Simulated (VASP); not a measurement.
# Ni in VASP: further runs

Ni is run at these levels: PBE; tasks: single point.

Program: VASP 6.6.1. These are calculated values, not measurements. Logs are shortened: lines on timing, memory, paths and dates and some standing lists are left out, and cuts for length are marked.

### Step 1. The cell of the first run

The cell holds a slab with vacuum, 5 atoms: a = 2.488 Å, b = 3.519 Å, c = 20.976 Å, α = 90.00°, β = 90.00°, γ = 90.00°.

### Step 2. Single point, PBE, collinear spin, ferromagnetic start

File INCAR:

```
ALGO = Normal
DIPOL = 0.5 0.5 0.500
EDIFF = 1E-6
ENCUT = 520
GGA = PE
IDIPOL = 3
ISIF = 2
ISMEAR = -1
ISPIN = 2
LASPH = True
LCHARG = True
LDIPOL = True
LELF = True
LMAXMIX = 4
LORBIT = 11
LREAL = False
LVACPOTAV = True
LVHAR = True
LWAVE = False
MAGMOM = 1 1 1 1 1
NBANDS = 37
NELM = 150
PREC = Accurate
SIGMA = 0.05
```

File KPOINTS:

```
k-points
0
Gamma
  15 10 1
```

File POSCAR:

```
Ni
1.0
    2.4880369134      0.0000000000      0.0000000000
    0.0000000000      3.5186155466      0.0000000000
    0.0000000000      0.0000000000     20.9761000000
Ni
5
Direct
    0.0000000000      0.0000000000      0.3860411454
    0.5000000000      0.5000000000      0.4386670200
    0.0000000000      0.0000000000      0.5000002784
    0.5000000000      0.5000000000      0.5613327553
    0.0000000000      0.0000000000      0.6139588009
```

Potentials or basis: VASP PAW PBE potentials, release 64 (Ni).

Started as:

```console
> cat potpaw_PBE.64/Ni/POTCAR > POTCAR
> mpirun -np 1 vasp_std > vasp.out
```

OUTCAR:

```text
EDIFF = 1E-6
   ENCUT = 520
   GGA = PE
   ISIF = 2
   ISMEAR = -1
   ISPIN = 2
   LASPH = True
   LORBIT = 11
   LREAL = False
   NELM = 150
   PREC = Accurate

 ion  position               nearest neighbor table
   1  0.000  0.000  0.386-   3 2.39   2 2.42   2 2.42   2 2.42   2 2.42
   2  0.500  0.500  0.439-   1 2.42   1 2.42   1 2.42   1 2.42   3 2.51   3 2.51   3 2.51   3 2.51
                             4 2.57
   3  0.000  0.000  0.500-   5 2.39   1 2.39   4 2.51   4 2.51   4 2.51   4 2.51   2 2.51   2 2.51
                             2 2.51   2 2.51
   4  0.500  0.500  0.561-   5 2.42   5 2.42   5 2.42   5 2.42   3 2.51   3 2.51   3 2.51   3 2.51
                             2 2.57
   5  0.000  0.000  0.614-   3 2.39   4 2.42   4 2.42   4 2.42   4 2.42

  LATTYP: Found a simple orthorhombic cell.
 ALAT       =     2.4880369134
 B/A-ratio  =     1.4142135624
 C/A-ratio  =     8.4307832762

  Lattice vectors:

 A1 = (   2.4880369134,   0.0000000000,   0.0000000000)
 A2 = (   0.0000000000,   3.5186155466,   0.0000000000)
 A3 = (   0.0000000000,   0.0000000000,  20.9761000000)

Analysis of symmetry for initial positions (statically):
=====================================================================
 Subroutine PRICEL returns:
 Original cell was already a primitive cell.

 Routine SETGRP: Setting up the symmetry group for a
 simple orthorhombic supercell.

 Subroutine GETGRP returns: Found  8 space group operations
 (whereof  8 operations were pure point group operations)
 out of a pool of  8 trial point group operations.

The static configuration has the point symmetry D_2h.

Analysis of symmetry for dynamics (positions and initial velocities):
=====================================================================
 Subroutine PRICEL returns:
 Original cell was already a primitive cell.

 Routine SETGRP: Setting up the symmetry group for a
 simple orthorhombic supercell.

 Subroutine GETGRP returns: Found  8 space group operations
 (whereof  8 operations were pure point group operations)
 out of a pool of  8 trial point group operations.

The dynamic configuration has the point symmetry D_2h.

Analysis of structural, dynamic, and magnetic symmetry:
=====================================================================
 Subroutine PRICEL returns:
 Original cell was already a primitive cell.

 Routine SETGRP: Setting up the symmetry group for a
 simple orthorhombic supercell.

 Subroutine GETGRP returns: Found  8 space group operations
 (whereof  8 operations were pure point group operations)
 out of a pool of  8 trial point group operations.

The overall configuration has the point symmetry D_2h.

 Subroutine INISYM returns: Found  8 space group operations
 (whereof  8 operations are pure point group operations),
 and found     1 'primitive' translations

----------------------------------------------------------------------------------------

                                     Primitive cell

  volume of cell :     183.6341

  direct lattice vectors                    reciprocal lattice vectors
     2.488036913  0.000000000  0.000000000     0.401923297  0.000000000  0.000000000
     0.000000000  3.518615547  0.000000000     0.000000000  0.284202689  0.000000000
     0.000000000  0.000000000 20.976100000     0.000000000  0.000000000  0.047673304

  length of vectors
     2.488036913  3.518615547 20.976100000     0.401923297  0.284202689  0.047673304

  position of ions in fractional coordinates (direct lattice)
     0.000000000  0.000000000  0.386041145
     0.500000000  0.500000000  0.438667020
     0.000000000  0.000000000  0.500000278
     0.500000000  0.500000000  0.561332755
     0.000000000  0.000000000  0.613958801

  ion indices of the primitive-cell ions
   primitive index   ion index
                 1           1
                 2           2
                 3           3
                 4           4
                 5           5

----------------------------------------------------------------------------------------

 KPOINTS: k-points

Automatic generation of k-mesh.
 Grid dimensions read from file:
[... 23 lines left out ...]
  0.066667  0.000000  0.000000      2.000000
  0.133333  0.000000  0.000000      2.000000
  0.200000  0.000000  0.000000      2.000000
  0.266667  0.000000  0.000000      2.000000
  0.333333  0.000000  0.000000      2.000000
[... 16 lines left out ...]
  0.400000  0.200000  0.000000      4.000000
  0.466667  0.200000  0.000000      4.000000
 [... further k-points ...]
   k-points           NKPTS =     48   k-points in BZ     NKDIM =     48   number of bands    NBANDS=     37
   number of dos      NEDOS =    301   number of ions     NIONS =      5
   total plane-waves  NPLWV =  89600
   dimension x,y,z NGX =    20 NGY =   28 NGZ =  160
   dimension x,y,z NGXF=    40 NGYF=   56 NGZF=  320
   ions per type =               5
   NGX,Y,Z   is equivalent  to a cutoff of  13.36, 13.23, 12.68 a.u.
   NGXF,Y,Z  is equivalent  to a cutoff of  26.73, 26.46, 25.36 a.u.
 SYSTEM =  unknown system
   PREC   = accura    normal or accurate (medium, high low for compatibility)
   ISTART =      0    job   : 0-new  1-cont  2-samecut
   ICHARG =      2    charge: 1-file 2-atom 10-const
   ISPIN  =      2    spin polarized calculation?
   LNONCOLLINEAR =      F non collinear calculations
   LSORBIT =      F    spin-orbit coupling
   LASPH  =      T    aspherical Exc in radial PAW
   ENCUT  =  520.0 eV  38.22 Ry    6.18 a.u.   4.63  6.54 39.00*2*pi/ulx,y,z
   NELM   =    150;   NELMIN=  2; NELMDL= -5     # of ELM steps
   EDIFF  = 0.1E-05   stopping-criterion for ELM
   LREAL  =      F    real-space projection
   EDIFFG = 0.1E-04   stopping-criterion for IOM
   NSW    =      0    number of steps for IOM
   IBRION =     -1    ionic relax: 0-MD 1-quasi-New 2-CG
   NFREE  =      0    steps in history (QN), initial steepest desc. (CG)
   ISIF   =      2    stress and relaxation
   ISYM   =      2    0-nonsym 1-usesym 2-fastsym
   POTIM  = 0.5000    time-step for ionic-motion
   TEBEG  =    0.0;   TEEND  =   0.0 temperature during run
   PSTRESS=    0.0 pullay stress
   NELECT =      50.0000    total number of electrons
   NUPDOWN=      -1.0000    fix difference up-down
   EMIN   =  10.00;   EMAX   =-10.00  energy-range for DOS
   EFERMI =   0.00;   METHOD = LEGACY
   ISMEAR =    -1;   SIGMA  =   0.05  broadening in eV -4-tet -1-fermi 0-gaus
   EFERMI_NEDOS =   21; number of points for ismear=-14 and -15
   IALGO  =     38    algorithm
   IMIX   =      4    mixing-type and parameters
     AMIX     =   0.40;   BMIX     =  1.00
     AMIX_MAG =   1.60;   BMIX_MAG =  1.00
  volume/ion in A,a.u.               =      36.73       247.84
  Fermi-wavevector in a.u.,A,eV,Ry     =   1.061077  2.005145 15.318597  1.125885
  Thomas-Fermi vector in A             =   2.196481
   LORBIT       =     11    0 simple, 1 ext, 2 COOP (PROOUT), +10 PAW based schemes
   GGA     = PE    functional components
   LHFCALC =     F    Hartree Fock is set to
   AEXX    =    0.0000 exact exchange contribution
   IVDW    =     0    specifies the selected vdW correction
   LEPSILON=     F    determine dielectric tensor
   LRPA    =     F    only Hartree local field effects (RPA)
 spin polarized calculation
  energy-cutoff  :      520.00
  volume of cell :      183.63
 maximum number of plane-waves:      4979
 NGX is ok and might be reduce to    20
   NGX =  9   NGY = 13   NGZ = 79

 dipolmoment           0.000000      0.000000      0.000000 electrons x Angstroem

 number of electron      49.9999988 magnetization       3.5020338

 dipolmoment           0.000000      0.000000     -0.000000 electrons x Angstroem

 Free energy of the ion-electron system (eV)
  ---------------------------------------------------
  ext. energy  EPLUGINS =         0.00000000
  ---------------------------------------------------
  free energy    TOTEN  =       -24.93346351 eV

  energy without entropy =      -24.85908989  energy(sigma->0) =      -24.89627670

 E-fermi :  -0.3578     XC(G=0):  -4.8658

 val. band max:       -0.3580234820   @ k =   0.4000   0.2000   0.0000
 cond. band min:      -0.3576715109   @ k =   0.0667   0.3000   0.0000
 fundamental gap:      0.0003519711
 Fermi energy:        -0.3577609324

 spin component 1

 k-point     1 :       0.0000    0.0000    0.0000
  band No.  band energies     occupation
      1      -8.5954      1.00000
      2      -6.6094      1.00000
      3      -4.7315      1.00000
      4      -4.4554      1.00000
      5      -4.0970      1.00000
      6      -4.0203      1.00000
[... 949 lines left out ...]
     36       9.2191      0.00000
     37       9.2956      0.00000

 [... further k-points ...]

 spin component 2

 k-point     1 :       0.0000    0.0000    0.0000
  band No.  band energies     occupation
      1      -8.6187      1.00000
      2      -6.6036      1.00000
      3      -4.3344      1.00000
      4      -4.0244      1.00000
      5      -3.5343      1.00000
      6      -3.4941      1.00000
[... 949 lines left out ...]
     36       9.3437      0.00000
     37       9.4711      0.00000

 [... further k-points ...]
[... 5 lines left out ...]
  --------------------------------------------------------------------------------------
  -------------------------------------------------------------------------------------
  Total       -1.9230091     -1.4828622     -0.0724355      0.0000000      0.0000000      0.0000000
  in kB      -16.7779360    -12.9377278     -0.6319873      0.0000000      0.0000000      0.0000000
  external PRESSURE =     -10.1158837 kB  Pullay stress =       0.0000000 kB

 VOLUME and BASIS-vectors are now :
 -----------------------------------------------------------------------------
  energy-cutoff  :      520.00
  volume of cell :      183.63
      direct lattice vectors                 reciprocal lattice vectors
     2.488036913  0.000000000  0.000000000     0.401923297  0.000000000  0.000000000
     0.000000000  3.518615547  0.000000000     0.000000000  0.284202689  0.000000000
     0.000000000  0.000000000 20.976100000     0.000000000  0.000000000  0.047673304

 POSITION                                       TOTAL-FORCE (eV/Angst)
 -----------------------------------------------------------------------------------
      0.00000      0.00000      8.09764         0.000000      0.000000      0.008362
      1.24402      1.75931      9.20152        -0.000000     -0.000000      0.010878
      0.00000      0.00000     10.48806        -0.000000     -0.000000      0.000000
      1.24402      1.75931     11.77457        -0.000000     -0.000000     -0.010878
      0.00000      0.00000     12.87846        -0.000000     -0.000000     -0.008362
 -----------------------------------------------------------------------------------
    total drift:                               -0.000000      0.000000      0.000235

  FREE ENERGIE OF THE ION-ELECTRON SYSTEM (eV)
  ---------------------------------------------------
  free  energy   TOTEN  =       -24.9334635060 eV

  energy  without entropy=      -24.8590898891  energy(sigma->0) =      -24.89627670

 vacuum level on the upper side and lower side of the slab         4.168         4.168

 total charge

# of ion       s       p       d       tot
------------------------------------------
    1        0.486   0.329   8.332   9.147
    2        0.499   0.475   8.310   9.284
    3        0.497   0.493   8.321   9.311
    4        0.499   0.475   8.310   9.284
    5        0.486   0.329   8.332   9.147
--------------------------------------------------
tot          2.468   2.100  41.604  46.172

 magnetization (x)

# of ion       s       p       d       tot
------------------------------------------
    1       -0.001  -0.014   0.780   0.765
    2       -0.007  -0.024   0.688   0.657
    3       -0.007  -0.024   0.713   0.682
    4       -0.007  -0.024   0.688   0.657
    5       -0.001  -0.014   0.780   0.765
--------------------------------------------------
tot         -0.023  -0.101   3.649   3.525
```

Run time: 28 min. Hardware: 1 thread of Intel Xeon Platinum 8375C at 2.90GHz (Ice Lake), shared host; peak memory 0.62 GiB.

What came out:

* Free energy: -24.9335 eV
* Largest force: 0.011 eV/Å
* Net moment: 3.50 μB per cell
* Site moments: Ni +0.77, +0.66, +0.68 μB
* Valence electrons inside the program's atomic spheres: Ni 9.15, 9.28, 9.31

Forces on the atoms (eV/Å):
```
Ni   0.000  0.000  0.008
Ni   0.000  0.000  0.011
Ni   0.000  0.000  0.000
Ni   0.000  0.000 -0.011
Ni   0.000  0.000 -0.008
```

Levels at points of the mesh, in eV from the Fermi level:
Spin up:
| k point | band 25 | band 26 | band 27 | band 28 | band 29 | band 30 |
| --- | --- | --- | --- | --- | --- | --- |
| (0.00, 0.00, 0.00) | -0.68 | -0.64 | -0.57 | -0.49 | 1.32 | 3.71 |
| (0.00, 0.50, 0.00) | -0.66 | -0.66 | -0.65 | -0.53 | -0.30 | 0.52 |
Spin down:
| k point | band 21 | band 22 | band 23 | band 24 | band 25 | band 26 | band 27 | band 28 |
| --- | --- | --- | --- | --- | --- | --- | --- | --- |
| (0.00, 0.00, 0.00) | -0.51 | -0.39 | -0.33 | -0.09 | 0.04 | 0.16 | 0.27 | 0.44 |
| (0.00, 0.50, 0.00) | -0.34 | -0.19 | 0.07 | 0.12 | 0.13 | 0.17 | 0.19 | 0.20 |

### Step 3. Single point, PBE, collinear spin, ferromagnetic start

File INCAR:

```
SYSTEM = Ni
PREC     = Accurate       ! precision mode
ENCUT    = 520            ! plane-wave cutoff, eV
EDIFF    = 1E-7           ! SCF threshold, eV
ISMEAR   = -1             ! smearing method
SIGMA    = 0.05           ! smearing width, eV
LREAL    = .FALSE.        ! projectors in reciprocal space
LASPH    = .TRUE.         ! aspherical terms in the spheres
NELM     = 150            ! most SCF steps
ALGO     = Normal         ! electronic algorithm
ISIF     = 2              ! what is computed and relaxed
LWAVE    = .FALSE.        ! write WAVECAR
LCHARG   = .FALSE.        ! write CHGCAR
ISPIN    = 2              ! spin polarisation
MAGMOM   = 1 1 1 1 1      ! initial moments
LORBIT   = 11             ! projections on sites
LMAXMIX  = 4              ! l up to which the mixer works
LDIPOL   = .TRUE.       
IDIPOL   = 3            
DIPOL    = 0.5 0.5 0.500
GGA      = PE             ! functional
EFIELD   = -0.2         
NBANDS   = 37             ! bands
```

File KPOINTS:

```
regular mesh
0
G
  15 10 1
  0 0 0
```

File POSCAR:

```
Ni
1.0
    2.4880369585      0.0000000000      0.0000000000
    0.0000000000      3.5186156104      0.0000000000
    0.0000000000      0.0000000000     20.9761000000
Ni
5
Direct
    0.0000000000      0.0000000000      0.3860411596
    0.5000000000      0.5000000000      0.4386670484
    0.0000000000      0.0000000000      0.5000002611
    0.5000000000      0.5000000000      0.5613327404
    0.0000000000      0.0000000000      0.6139587904
```

Potentials or basis: VASP PAW PBE potentials, release 64 (Ni).

Started as:

```console
> cat potpaw_PBE.64/Ni/POTCAR > POTCAR
> mpirun -np 1 vasp_std > vasp.out
```

OUTCAR:

```text
SYSTEM = Ni
   PREC = Accurate
   ENCUT = 520
   EDIFF = 1E-7
   ISMEAR = -1
   LREAL = .FALSE.
   LASPH = .TRUE.
   NELM = 150
   ISIF = 2
   ISPIN = 2
   LORBIT = 11
   GGA = PE

 ion  position               nearest neighbor table
   1  0.000  0.000  0.386-   3 2.39   2 2.42   2 2.42   2 2.42   2 2.42
   2  0.500  0.500  0.439-   1 2.42   1 2.42   1 2.42   1 2.42   3 2.51   3 2.51   3 2.51   3 2.51
                             4 2.57
   3  0.000  0.000  0.500-   5 2.39   1 2.39   4 2.51   4 2.51   4 2.51   4 2.51   2 2.51   2 2.51
                             2 2.51   2 2.51
   4  0.500  0.500  0.561-   5 2.42   5 2.42   5 2.42   5 2.42   3 2.51   3 2.51   3 2.51   3 2.51
                             2 2.57
   5  0.000  0.000  0.614-   3 2.39   4 2.42   4 2.42   4 2.42   4 2.42

  LATTYP: Found a simple orthorhombic cell.
[... 2167 lines left out ...]
      0.00000      0.00000      8.09764         0.000000      0.000000      0.007056
      1.24402      1.75931      9.20152         0.000000      0.000000      0.003584
      0.00000      0.00000     10.48806         0.000000      0.000000      0.015278
      1.24402      1.75931     11.77457         0.000000      0.000000     -0.018610
      0.00000      0.00000     12.87846         0.000000      0.000000     -0.007307
 -----------------------------------------------------------------------------------
    total drift:                               -0.000000      0.000000     -0.000145

  FREE ENERGIE OF THE ION-ELECTRON SYSTEM (eV)
  ---------------------------------------------------
  free  energy   TOTEN  =       -24.9409295275 eV

  energy  without entropy=      -24.8665524091  energy(sigma->0) =      -24.90374097

 vacuum level on the upper side and lower side of the slab         5.440         2.895

 total charge

# of ion       s       p       d       tot
------------------------------------------
    1        0.487   0.330   8.332   9.149
    2        0.499   0.475   8.310   9.284
    3        0.497   0.493   8.321   9.311
    4        0.499   0.474   8.310   9.284
    5        0.486   0.328   8.331   9.146
--------------------------------------------------
tot          2.468   2.100  41.604  46.172

 magnetization (x)

# of ion       s       p       d       tot
------------------------------------------
    1       -0.001  -0.014   0.776   0.761
    2       -0.007  -0.024   0.688   0.657
    3       -0.007  -0.024   0.713   0.682
    4       -0.007  -0.024   0.689   0.658
    5       -0.001  -0.014   0.784   0.769
--------------------------------------------------
tot         -0.023  -0.101   3.649   3.526
```

stdout:

```text
POSCAR found type information on POSCAR Ni
 POSCAR found :  1 types and       5 ions
 scaLAPACK will be used
 LDA part: xc-table for (Slater+PW92), standard interpolation
 POSCAR, INCAR and KPOINTS ok, starting setup
 FFT: planning ... GRIDC
 FFT: planning ... GRID_SOFT
 FFT: planning ... GRID
 WAVECAR not read
 entering main loop
```

It took 37 min on 1 thread of Intel Xeon 6975P-C, shared host; peak memory 0.64 GiB.

Results:

| Property | Result |
| --- | --- |
| Free energy | -24.9409 eV |
| Largest force | 0.019 eV/Å |
| Net moment | 3.50 μB per cell |
| Site moments | Ni +0.76, +0.66, +0.68, +0.77 μB |
| Valence electrons inside the program's atomic spheres | Ni 9.15, 9.28, 9.31 |

Forces on the atoms (eV/Å):
```
Ni   0.000  0.000  0.007
Ni   0.000  0.000  0.004
Ni   0.000  0.000  0.015
Ni   0.000  0.000 -0.019
Ni   0.000  0.000 -0.007
```
